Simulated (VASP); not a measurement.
Here is a VASP 6.6.1 calculation.

File INCAR:

```
SYSTEM = Ga2O3
ALGO = Normal ; EDIFF = 1E-6
ENCUT = 520 ; GGA = PE
ISIF = 2 ; ISMEAR = -1
ISYM = 0 ; LASPH = .TRUE.
LCHARG = .TRUE. ; LELF = .TRUE.
LREAL = Auto ; LVHAR = .TRUE.
LWAVE = .FALSE. ; NBANDS = 79
NELM = 100 ; PREC = Accurate
SIGMA = 0.1034
```

The input KPOINTS:

```
k-points
0
G
  1 1 1
  0 0 0
```

File POSCAR:

```
Ga2O3
1.0
    5.4742580000     -0.0378450000     -0.0147940000
   -0.0378450000      5.4580010000     -0.0143210000
   -0.0147940000     -0.0143210000      5.6231180000
Ga O
6 9
Direct
    0.0168494807      0.3001314938      0.7116349780
    0.7507582867      0.5001763754      0.2635786309
    0.2788632667      0.7010204876      0.2270750529
    0.5554837999     -0.0240808938      0.5577245515
    0.4825441220      0.4665911858      0.7729401748
    0.7980634647      0.0316182650      0.0589910004
    0.5973331409      0.7759718907      0.0968006789
    0.8469673195     -0.0031064045      0.7408534816
    0.3361089456      0.1514942297      0.7593473842
    0.4899220673      0.6573718993      0.5204513101
   -0.0025791835      0.5103368415      0.4811535837
    0.7818719394      0.3899646518      0.9450119484
    0.5809332825      0.2212709051      0.3303820314
    0.2307115720      0.5449901416     -0.0633015436
    1.1240783575      1.0009741663      0.2342891553
```

Potentials or basis: VASP PAW PBE potentials, release 64 (Ga_d, O).

Run with:

```sh
$ cat potpaw_PBE.64/Ga_d/POTCAR potpaw_PBE.64/O/POTCAR > POTCAR
$ mpirun -np 1 vasp_gam > vasp.out
```

**Question.** What does it give for the pressure?

**Answer.** 14.3 GPa.

**Question.** Estimate the band gap on the k mesh.

**Answer.** 1.19 eV.

**Question.** Predict the largest force.

**Answer.** 3.404 eV/Å.

Forces on the atoms (eV/Å):
```
Ga   1.951 -1.295  1.185
Ga   0.359  1.114  0.081
Ga  -2.181  0.793 -0.691
Ga   0.101  2.683  0.955
Ga   1.819 -1.909  1.534
Ga   1.797  0.637  2.302
O   -0.018 -1.507  1.049
O   -0.185 -1.242 -1.819
O    0.607 -0.072 -1.287
O   -0.119  0.462 -1.513
O    0.497  1.414 -2.504
O   -0.782 -0.458 -0.238
O    0.687 -1.216 -0.501
O   -2.625  1.035  1.905
O   -1.910 -0.440 -0.459
```

Caveat: the k points lie up to 1.15 Å⁻¹ apart.
